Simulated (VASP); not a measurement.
# Ga (P6/mmm) in VASP: notebook

Ga is run at these levels: PBEsol; tasks: relaxation of cell and atoms.

Everything below comes from runs of VASP 6.6.1. Logs are shortened: lines on timing, memory, paths and dates and some standing lists are left out, and cuts for length are marked.

**1. The cell of the first run**

The structure is hexagonal, space group P6/mmm (No. 191). Conventional cell: a = 2.699 Å, b = 2.699 Å, c = 2.597 Å, α = 90.00°, β = 90.00°, γ = 120.00°. Ga (site symmetry 6/mmm) has 8 Ga at 2.60 to 2.70 Å within 3.4 Å.

This isn't the form of Ga at room conditions, which is orthorhombic.

**2. Relaxation of cell and atoms, PBEsol, target pressure 8 GPa, at which the enthalpy is minimised**

Contents of INCAR:

```
SYSTEM = Ga
  PREC = Accurate
  ENCUT = 600
  EDIFF = 1E-6
  ISMEAR = -1
  SIGMA = 0.1
  LREAL = .FALSE.
  LASPH = .TRUE.
  NELM = 100
  ALGO = Normal
  ISIF = 3
  LWAVE = .FALSE.
  LCHARG = .FALSE.
  GGA = PS
  IBRION = 2
  NSW = 32
  EDIFFG = -0.005
  PSTRESS = 80.0
```

Contents of KPOINTS:

```
Automatic mesh
0
G
  16 16 15
  0 0 0
```

Contents of POSCAR:

```
Ga
1.0
    2.6988367191      0.0000000000      0.0000000000
   -1.3494183595      2.3372611594      0.0000000000
    0.0000000000      0.0000000000      2.5973914484
Ga
1
Direct
    0.0000000000      0.0000000000      0.0000000000
```

Potentials or basis: VASP PAW PBE potentials, release 64 (Ga_d).

On the command line:

```sh
$ cat potpaw_PBE.64/Ga_d/POTCAR > POTCAR
$ mpirun -np 1 vasp_std > vasp.out
```

OUTCAR:

```text
SYSTEM = Ga
   PREC = Accurate
   ENCUT = 600
   EDIFF = 1E-6
   ISMEAR = -1
   LREAL = .FALSE.
   LASPH = .TRUE.
   NELM = 100
   ISIF = 3
   GGA = PS
   IBRION = 2
   NSW = 32
   EDIFFG = -0.005
   PSTRESS = 80.0

 ion  position               nearest neighbor table
   1  0.000  0.000  0.000-

  LATTYP: Found a hexagonal cell.
 ALAT       =     2.6988367191
 C/A-ratio  =     0.9624114827

  Lattice vectors:

 A1 = (   2.6988367191,   0.0000000000,   0.0000000000)
 A2 = (  -1.3494183595,   2.3372611594,   0.0000000000)
 A3 = (   0.0000000000,   0.0000000000,   2.5973914484)

Analysis of symmetry for initial positions (statically):
=====================================================================
 Subroutine PRICEL returns:
 Original cell was already a primitive cell.

 Routine SETGRP: Setting up the symmetry group for a
 hexagonal supercell.

 Subroutine GETGRP returns: Found 24 space group operations
 (whereof 24 operations were pure point group operations)
 out of a pool of 24 trial point group operations.

The static configuration has the point symmetry D_6h.

Analysis of symmetry for dynamics (positions and initial velocities):
=====================================================================
 Subroutine PRICEL returns:
 Original cell was already a primitive cell.

 Routine SETGRP: Setting up the symmetry group for a
 hexagonal supercell.

 Subroutine GETGRP returns: Found 24 space group operations
 (whereof 24 operations were pure point group operations)
 out of a pool of 24 trial point group operations.

The dynamic configuration has the point symmetry D_6h.

 Subroutine INISYM returns: Found 24 space group operations
 (whereof 24 operations are pure point group operations),
 and found     1 'primitive' translations

----------------------------------------------------------------------------------------

                                     Primitive cell

  volume of cell :      16.3840

  direct lattice vectors                    reciprocal lattice vectors
     2.698836719  0.000000000  0.000000000     0.370530011  0.213925602  0.000000000
    -1.349418359  2.337261159  0.000000000     0.000000000  0.427851204  0.000000000
     0.000000000  0.000000000  2.597391448     0.000000000  0.000000000  0.385001653

  length of vectors
     2.698836719  2.698836719  2.597391448     0.427851204  0.427851204  0.385001653

  position of ions in fractional coordinates (direct lattice)
     0.000000000  0.000000000  0.000000000

  ion indices of the primitive-cell ions
   primitive index   ion index
                 1           1

----------------------------------------------------------------------------------------

 KPOINTS: Automatic mesh

Automatic generation of k-mesh.
 Grid dimensions read from file:
 generate k-points for:   16   16   15

 Generating k-lattice:

  Cartesian coordinates                     Fractional coordinates (reciprocal lattice)
     0.023158126  0.013370350  0.000000000     0.062500000  0.000000000  0.000000000
     0.000000000  0.026740700  0.000000000     0.000000000  0.062500000  0.000000000
     0.000000000  0.000000000  0.025666777     0.000000000  0.000000000  0.066666667

  Length of vectors
     0.026740700  0.026740700  0.025666777

  Shift w.r.t. Gamma in fractional coordinates (k-lattice)
     0.000000000  0.000000000  0.000000000

 Subroutine IBZKPT returns following result:
 ===========================================

 Found    240 irreducible k-points:

 Following reciprocal coordinates:
            Coordinates               Weight
  0.000000  0.000000  0.000000      1.000000
  0.062500  0.000000  0.000000      6.000000
  0.125000  0.000000  0.000000      6.000000
  0.187500 -0.000000  0.000000      6.000000
  0.250000  0.000000  0.000000      6.000000
  0.312500  0.000000  0.000000      6.000000
[... 16 lines left out ...]
  0.187500  0.187500  0.000000      6.000000
  0.250000  0.187500  0.000000     12.000000
 [... further k-points ...]
   k-points           NKPTS =    240   k-points in BZ     NKDIM =    240   number of bands    NBANDS=     10
   number of dos      NEDOS =    301   number of ions     NIONS =      1
   total plane-waves  NPLWV =  13824
   dimension x,y,z NGX =    24 NGY =   24 NGZ =   24
   dimension x,y,z NGXF=    48 NGYF=   48 NGZF=   48
   ions per type =               1
   NGX,Y,Z   is equivalent  to a cutoff of  14.78, 14.78, 15.36 a.u.
   NGXF,Y,Z  is equivalent  to a cutoff of  29.57, 29.57, 30.72 a.u.
 SYSTEM =  Ga
   PREC   = accura    normal or accurate (medium, high low for compatibility)
   ISTART =      0    job   : 0-new  1-cont  2-samecut
   ICHARG =      2    charge: 1-file 2-atom 10-const
   ISPIN  =      1    spin polarized calculation?
   LNONCOLLINEAR =      F non collinear calculations
   LSORBIT =      F    spin-orbit coupling
   LASPH  =      T    aspherical Exc in radial PAW
   ENCUT  =  600.0 eV  44.10 Ry    6.64 a.u.   5.39  5.39  5.19*2*pi/ulx,y,z
   NELM   =    100;   NELMIN=  2; NELMDL= -5     # of ELM steps
   EDIFF  = 0.1E-05   stopping-criterion for ELM
   LREAL  =      F    real-space projection
   EDIFFG = -.5E-02   stopping-criterion for IOM
   NSW    =     32    number of steps for IOM
   IBRION =      2    ionic relax: 0-MD 1-quasi-New 2-CG
   NFREE  =      1    steps in history (QN), initial steepest desc. (CG)
   ISIF   =      3    stress and relaxation
   ISYM   =      2    0-nonsym 1-usesym 2-fastsym
   POTIM  = 0.5000    time-step for ionic-motion
   TEBEG  =    0.0;   TEEND  =   0.0 temperature during run
   PSTRESS=   80.0 pullay stress
   NELECT =      13.0000    total number of electrons
   NUPDOWN=      -1.0000    fix difference up-down
   EMIN   =  10.00;   EMAX   =-10.00  energy-range for DOS
   EFERMI =   0.00;   METHOD = LEGACY
   ISMEAR =    -1;   SIGMA  =   0.10  broadening in eV -4-tet -1-fermi 0-gaus
   EFERMI_NEDOS =   21; number of points for ismear=-14 and -15
   IALGO  =     38    algorithm
   IMIX   =      4    mixing-type and parameters
     AMIX     =   0.40;   BMIX     =  1.00
     AMIX_MAG =   1.60;   BMIX_MAG =  1.00
  volume/ion in A,a.u.               =      16.38       110.57
  Fermi-wavevector in a.u.,A,eV,Ry     =   1.515592  2.864053 31.252827  2.297018
  Thomas-Fermi vector in A             =   2.625095
   LORBIT       =      0    0 simple, 1 ext, 2 COOP (PROOUT), +10 PAW based schemes
   GGA     = PS    functional components
   LHFCALC =     F    Hartree Fock is set to
   AEXX    =    0.0000 exact exchange contribution
   IVDW    =     0    specifies the selected vdW correction
   LEPSILON=     F    determine dielectric tensor
   LRPA    =     F    only Hartree local field effects (RPA)
 conjugate gradient relaxation of ions
 non-spin polarized calculation
  energy-cutoff  :      600.00
  volume of cell :       16.38
 maximum number of plane-waves:       568
 NGX is ok and might be reduce to    24
   NGX = 11   NGY = 11   NGZ = 11

 number of electron      13.0000006 magnetization

 Free energy of the ion-electron system (eV)
  ---------------------------------------------------
  ext. energy  EPLUGINS =         0.00000000
  ---------------------------------------------------
  free energy    TOTEN  =        -3.27928530 eV

  energy without entropy =       -3.26635030  energy(sigma->0) =       -3.27281780

 E-fermi :   6.6023     XC(G=0): -11.8391

 val. band max:        6.5767754221   @ k =   0.3750  -0.0000   0.2000
 cond. band min:       6.6167934124   @ k =   0.2500   0.2500   0.4667
 fundamental gap:      0.0400179902
 Fermi energy:         6.6023229714

 k-point     1 :       0.0000    0.0000    0.0000
  band No.  band energies     occupation
      1      -8.7461      2.00000
      2      -8.3944      2.00000
      3      -8.3944      2.00000
      4      -8.0146      2.00000
      5      -8.0146      2.00000
      6      -5.5157      2.00000
      7      15.9540      0.00000
      8      19.3744      0.00000
      9      20.0014      0.00000
     10      20.0014      0.00000

 k-point     2 :       0.0625    0.0000    0.0000
  band No.  band energies     occupation
      1      -8.7371      2.00000
      2      -8.4007      2.00000
      3      -8.3792      2.00000
      4      -8.0225      2.00000
      5      -8.0163      2.00000
      6      -5.4064      2.00000
      7      16.0754      0.00000
      8      18.3390      0.00000
      9      19.4292      0.00000
     10      19.8557      0.00000

 k-point     3 :       0.1250    0.0000    0.0000
  band No.  band energies     occupation
      1      -8.7133      2.00000
      2      -8.4185      2.00000
      3      -8.3353      2.00000
      4      -8.0450      2.00000
      5      -8.0212      2.00000
      6      -5.0754      2.00000
      7      15.8782      0.00000
      8      16.4370      0.00000
      9      18.3027      0.00000
     10      19.8138      0.00000

 k-point     4 :       0.1875   -0.0000    0.0000
  band No.  band energies     occupation
      1      -8.6840      2.00000
      2      -8.4442      2.00000
      3      -8.2689      2.00000
      4      -8.0783      2.00000
      5      -8.0284      2.00000
      6      -4.5162      2.00000
      7      13.1788      0.00000
      8      17.0304      0.00000
      9      17.1473      0.00000
     10      19.5525      0.00000
[... 222 lines left out ...]
 k-point    22 :       0.4375    0.1250    0.0000
  band No.  band energies     occupation
      1      -8.6357      2.00000
      2      -8.4503      2.00000
      3      -8.2063      2.00000
      4      -8.0782      2.00000
      5      -8.0379      2.00000
      6       1.8178      2.00000
      7       2.3302      2.00000
      8      10.8757      0.00000
      9      21.7521      0.00000
     10      21.9678      0.00000

 k-point    23 :       0.1875    0.1875    0.0000
  band No.  band energies     occupation
      1      -8.6010      2.00000
      2      -8.4719      2.00000
      3      -8.1621      2.00000
      4      -8.1495      2.00000
      5      -8.0625      2.00000
      6      -2.4679      2.00000
      7       9.4426      0.00000
      8      10.6818      0.00000
      9      19.0743      0.00000
     10      22.1497      0.00000

 k-point    24 :       0.2500    0.1875    0.0000
  band No.  band energies     occupation
      1      -8.5797      2.00000
      2      -8.4656      2.00000
      3      -8.1704      2.00000
      4      -8.1367      2.00000
      5      -8.0781      2.00000
      6      -1.3294      2.00000
      7       7.4871      0.00029
      8       9.5972      0.00000
      9      20.1303      0.00000
     10      22.9934      0.00000

 [... further k-points ...]

------------------------ aborting loop because EDIFF is reached ----------------------------------------

  FORCE on cell =-STRESS in cart. coord.  units (eV):
  Direction    XX          YY          ZZ          XY          YZ          ZX
  --------------------------------------------------------------------------------------
  -------------------------------------------------------------------------------------
  Total        0.8211787      0.8211787      0.8218107      0.0000000      0.0000000      0.0000000
  in kB       80.3021170     80.3021170     80.3639199      0.0000000      0.0000000      0.0000000
  external PRESSURE =       0.3227180 kB  Pullay stress =      80.0000000 kB

 VOLUME and BASIS-vectors are now :
 -----------------------------------------------------------------------------
  energy-cutoff  :      600.00
  volume of cell :       16.38
      direct lattice vectors                 reciprocal lattice vectors
     2.698836719  0.000000000  0.000000000     0.370530011  0.213925602  0.000000000
    -1.349418359  2.337261159  0.000000000     0.000000000  0.427851204  0.000000000
     0.000000000  0.000000000  2.597391448     0.000000000  0.000000000  0.385001653

 POSITION                                       TOTAL-FORCE (eV/Angst)
 -----------------------------------------------------------------------------------
      0.00000      0.00000      0.00000         0.000000      0.000000      0.000000
 -----------------------------------------------------------------------------------
    total drift:                                0.000000      0.000000      0.000000

  FREE ENERGIE OF THE ION-ELECTRON SYSTEM (eV)
  ---------------------------------------------------
  free  energy   TOTEN  =        -3.2792852978 eV

  energy  without entropy=       -3.2663503025  energy(sigma->0) =       -3.27281780

  enthalpy is  TOTEN    =        -2.4611960904 eV   P V=        0.8180892074

 reached required accuracy - stopping structural energy minimisation
```

Wall time 12 s (1 thread of Intel Xeon 6975P-C (Granite Rapids), shared host); peak memory 0.18 GiB.

What came out:

```yaml
Free_energy: -3.2793 eV
Pressure_after_relaxing: 8.0 GPa
Band_gap_on_the_k_mesh: zero (an odd number of electrons rules out a gap without spin polarisation)
```

Final structure:
```xyz
1
Lattice="2.6988 0.0000 0.0000 -1.3494 2.3373 0.0000 0.0000 0.0000 2.5974" Properties=species:S:1:pos:R:3 pbc="T T T"
Ga    0.0000    0.0000    0.0000
```

Caveat: the relaxation stopped at its first step, so nothing moved; the cell is relaxed towards a set pressure, so the run minimises the enthalpy, not the energy; the PAW data sets were made with another functional, which shifts forces and pressure a little.

**3. Relaxation of cell and atoms, PBEsol, target pressure 8 GPa, at which the enthalpy is minimised**

This run uses another cell than the first one, of 16.74 Å³/atom.

Contents of INCAR:

```
SYSTEM = Ga
ALGO = Normal ; EDIFF = 1E-7
EDIFFG = -0.005 ; ENCUT = 600
GGA = PS ; IBRION = 2
ISIF = 3 ; ISMEAR = -1
LASPH = .True. ; LCHARG = .False.
LREAL = .False. ; LWAVE = .False.
NELM = 100 ; NSW = 60
PREC = Accurate ; PSTRESS = 80.0
SIGMA = 0.1
```

Contents of KPOINTS:

```
k-points
0
Gamma
  16 16 15
  0 0 0
```

Contents of POSCAR:

```
Ga
1.0
    2.7396743964      0.0000000000      0.0000000000
   -1.3698371982      2.3726276254      0.0000000000
    0.0000000000      0.0000000000      2.5752939326
Ga
1
Direct
    0.0000000000      0.0000000000      0.0000000000
```

Potentials or basis: VASP PAW PBE potentials, release 64 (Ga_d).

On the command line:

```sh
$ cat potpaw_PBE.64/Ga_d/POTCAR > POTCAR
$ mpirun -np 1 vasp_std > vasp.out
```

It took 45 s on 1 thread of Intel Xeon 6975P-C (Granite Rapids), shared host; peak memory 0.18 GiB.

The run converged. Its results:

* Free energy: -3.2797 eV
* Relaxed volume: 16.39 Å³/atom
* Relaxed cell: a = 2.699 Å, b = 2.699 Å, c = 2.598 Å, α = 90.00°, β = 90.00°, γ = 120.00°
* Space group after relaxing (to 0.1 Å): P6/mmm (No. 191)
* Energy change on relaxing (the run minimises the enthalpy): +12.1 meV/atom
* Ionic steps: 5
* Pressure after relaxing: 8.0 GPa
* Band gap on the k mesh: zero (an odd number of electrons rules out a gap without spin polarisation)

The path:
| step | energy change (eV) | largest force (eV/Å) | pressure (GPa) | volume (Å³) |
| --- | --- | --- | --- | --- |
| 1 | 0.0000 | 0.0000 | 6.10 | 16.74 |
| 2 | 0.0189 | 0.0000 | 8.84 | 16.26 |
| 3 | 0.0162 | 0.0000 | 8.50 | 16.31 |
| 4 | 0.0114 | 0.0000 | 7.94 | 16.40 |
| 5 | 0.0121 | 0.0000 | 8.03 | 16.39 |

Final structure:
```xyz
1
Lattice="2.6990 0.0000 0.0000 -1.3495 2.3374 0.0000 0.0000 0.0000 2.5979" Properties=species:S:1:pos:R:3 pbc="T T T"
Ga    0.0000    0.0000    0.0000
```

Levels at points of the mesh, in eV from the Fermi level:
```tsv
k point	band 4	band 5	band 6	band 7	band 8	band 9
(0.00, 0.00, 0.00)	-14.62	-14.62	-12.12	9.35	12.77	13.40
(0.50, 0.00, 0.00)	-14.66	-14.58	-5.06	-4.67	7.57	11.35
```

Caveat: the cell is relaxed towards a set pressure, so the run minimises the enthalpy, not the energy; the PAW data sets were made with another functional, which shifts forces and pressure a little.
